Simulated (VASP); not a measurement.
# InP: single point with r2SCAN0

Crystal: InP.

```
In P
1.0
     0.00000    2.91083    2.91083
     2.91083    0.00000    2.91083
     2.91083    2.91083    0.00000
In P
1 1
Cartesian
  0.0000 0.0000 0.0000
  4.3662 4.3662 4.3662
```

```yaml
Program: VASP 6.6.1
Task: single point
Functional: r2SCAN0
Potentials_or_basis: VASP PAW PBE potentials, release 64 (In_d, P)
Cutoff: 520 eV
k_mesh: 4 × 4 × 4
Occupations: fermi-dirac, width 0.05 eV
Spin: no spin polarisation
Dipole_correction: no
Grid_for_exact_exchange_PRECFOCK: Normal
Further_INCAR_settings: ALGO = Normal; EDIFF = 1e-06; NBANDS = 16
Share_of_exact_exchange: 0.25
```

```yaml
Pressure: 1.9 GPa
Band_gap_on_the_k_mesh: 2.64 eV
```

Levels at points of the mesh, in eV from the valence-band top:
```tsv
k point	band 7	band 8	band 9	band 10	band 11	band 12
(0.00, 0.00, 0.00)	0.00	0.00	0.00	2.64	5.87	5.87
(0.50, 0.00, 0.00)	-6.53	-1.13	-1.13	3.27	6.61	6.61
(0.50, 0.50, 0.00)	-6.49	-2.70	-2.70	3.19	3.89	11.76
```

Wall time 5.5 min on 1 thread of AMD EPYC 7R13 Processor (Zen 3), with other jobs on the host, peak memory 0.16 GiB.

Caveat: the k points lie up to 0.47 Å⁻¹ apart; the PAW data sets were made with another functional, which shifts forces and pressure a little; spin-orbit coupling is left out, which moves the levels of the heavy elements.
